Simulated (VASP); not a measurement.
Set up this calculation in VASP 6.6.1, as the native input.

```yaml
Task: single point
Functional: PBE
Potentials_or_basis: VASP PAW PBE potentials, release 64 (Sr_sv, W_sv, I)
Cutoff: 520 eV
k_mesh: 8 × 8 × 4
Occupations: fermi-dirac, width 0.0276 eV
Spin: no spin polarisation
Dipole_correction: no
Further_INCAR_settings: ALGO = Normal; EDIFF = 1e-06; NBANDS = 40
```

The structure of SrWI lies in POSCAR:

```
SrWI
1.0
    3.7736435729      0.0000000000      0.0000000000
    0.0000000000      3.7736435729      0.0000000000
    0.0000000000      0.0000000000     14.1655752263
Sr W I
2 2 2
Direct
    0.0000000000      0.5000000000      0.2092436945
    0.5000000000      0.0000000000      0.7907563055
    0.0000000000      0.0000000000      0.0000000000
    0.5000000000      0.5000000000      0.0000000000
    0.0000000000      0.5000000000      0.6546144389
    0.5000000000      0.0000000000      0.3453855611
```

These files were run (other wordings do the same):

INCAR

```
SYSTEM = SrWI
ALGO = Normal
EDIFF = 1E-6
ENCUT = 520
GGA = PE
ISIF = 2
ISMEAR = -1
LASPH = .True.
LCHARG = .False.
LREAL = .False.
LWAVE = .False.
NBANDS = 40
NELM = 100
PREC = Accurate
SIGMA = 0.0276
```

KPOINTS

```
k-points
0
Gamma
  8 8 4
  0 0 0
```

Potentials or basis: VASP PAW PBE potentials, release 64 (Sr_sv, W_sv, I).

Run with:

```console
$ cat potpaw_PBE.64/Sr_sv/POTCAR potpaw_PBE.64/W_sv/POTCAR potpaw_PBE.64/I/POTCAR > POTCAR
$ mpirun -np 1 vasp_std > vasp.out
```

Results of the run:

The pressure is 0.1 GPa, the largest force is 0.019 eV/Å and the band gap on the k mesh is zero (bands 31 and 32 overlap by 1.08 eV).

Caveat: spin-orbit coupling is left out, which moves the levels of the heavy elements.

Wall time 8.3 min on 1 thread of Intel(R) Xeon(R) Platinum 8375C CPU @ 2.90GHz (Ice Lake) (shared host), peak memory 0.48 GiB.
